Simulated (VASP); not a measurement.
## Cu: single point with PBE

Cu:

```
Cu
1.0
     2.18563    0.00000    0.00000
     0.00000    2.18563    0.00000
     0.00000    0.00000    2.18563
Cu
1
Cartesian
  0.0000 0.0000 0.0000
```

| Property | Result |
| --- | --- |
| Program | VASP 6.6.1 |
| Task | single point |
| Functional | PBE |
| Potentials or basis | VASP PAW PBE potentials, release 64 (Cu) |
| Cutoff | 520 eV |
| k mesh | 16 × 16 × 16 |
| Occupations | fermi-dirac, width 0.05 eV |
| Spin | no spin polarisation |
| Dipole correction | no |
| Further INCAR settings | ALGO = Normal; EDIFF = 1e-06; NBANDS = 12 |

| Quantity | Value |
| --- | --- |
| Pressure | 61.1 GPa |

Levels at points of the mesh, in eV from the Fermi level:
```
           k point  band 3  band 4  band 5  band 6  band 7  band 8
(0.00, 0.00, 0.00)   -5.15   -1.36   -1.36   -1.36   20.94   20.94
(0.50, 0.00, 0.00)   -2.56   -2.56   -2.30   -1.25    3.26   26.10
(0.50, 0.50, 0.00)   -2.32   -2.32   -0.53    4.88    4.88   11.50
(0.50, 0.50, 0.50)   -4.76   -0.47   -0.47   12.49   12.49   12.49
```

Run time: 8.4 s on 1 thread of Intel Xeon 6975P-C (shared host), peak memory 0.13 GiB.
